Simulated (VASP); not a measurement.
Write the native input for VASP 6.6.1 that does the following.

```yaml
Task: relaxation of cell and atoms
Functional: PBEsol
Potentials_or_basis: VASP PAW PBE potentials, release 64 (Sn_d, O)
Cutoff: 600 eV
k_mesh: 7 × 7 × 6
Occupations: fermi-dirac, width 0.05 eV
Spin: no spin polarisation
Target_pressure: 5 GPa
Dipole_correction: no
Further_INCAR_settings: ALGO = Normal; EDIFF = 1e-06; IBRION = 2; EDIFFG = -0.01; NSW = 60; ISIF = 3
```

The structure of SnO lies in POSCAR:

```
SnO
1.0
    3.8136952200      0.0000000000      0.0000000000
    0.0000000000      3.8136952200      0.0000000000
    0.0000000000      0.0000000000      4.8869133000
Sn O
2 2
Direct
    0.5000000000      0.0000000000      0.7646261400
    0.0000000000      0.5000000000      0.2353738600
    0.0000000000      0.0000000000      0.0000000000
    0.5000000000      0.5000000000      0.0000000000
```

These files were run (other wordings do the same):

INCAR

```
SYSTEM = SnO
PREC = Accurate ; ENCUT = 600
EDIFF = 1E-6 ; ISMEAR = -1
SIGMA = 0.05 ; LREAL = .False.
LASPH = .True. ; NELM = 80
ALGO = Normal ; ISIF = 3
LWAVE = .False. ; LCHARG = .False.
GGA = PS ; IBRION = 2
NSW = 60 ; EDIFFG = -0.01
PSTRESS = 50.0
```

KPOINTS

```
Automatic mesh
0
Gamma
  7 7 6
  0 0 0
```

Potentials or basis: VASP PAW PBE potentials, release 64 (Sn_d, O).

Run with:

```bash
$ cat potpaw_PBE.64/Sn_d/POTCAR potpaw_PBE.64/O/POTCAR > POTCAR
$ mpirun -np 1 vasp_std > vasp.out
```

Results of the run:

| Item | Value |
| --- | --- |
| Relaxed volume | 15.50 Å³/atom |
| Relaxed cell | a = 3.742 Å, b = 3.742 Å, c = 4.427 Å, α = 90.00°, β = 90.00°, γ = 90.00° |
| Space group after relaxing (to 0.1 Å) | P4/nmm (No. 129) |
| Energy change on relaxing (the run minimises the enthalpy) | +19.1 meV/atom |
| Ionic steps | 12 |
| Pressure after relaxing | 5.1 GPa |
| Largest force after relaxing | 0.008 eV/Å |
| Band gap on the k mesh | zero (bands 20 and 21 overlap by 0.47 eV) |

Caveat: the cell is relaxed towards a set pressure, so the run minimises the enthalpy, not the energy; semilocal functionals underestimate gaps, so a narrow gap can read as zero; the PAW data sets were made with another functional, which shifts forces and pressure a little; spin-orbit coupling is left out, which moves the levels of the heavy elements.

Run time: 15 min on 1 thread of Intel Xeon 8259CL, on a shared host, peak memory 0.25 GiB.
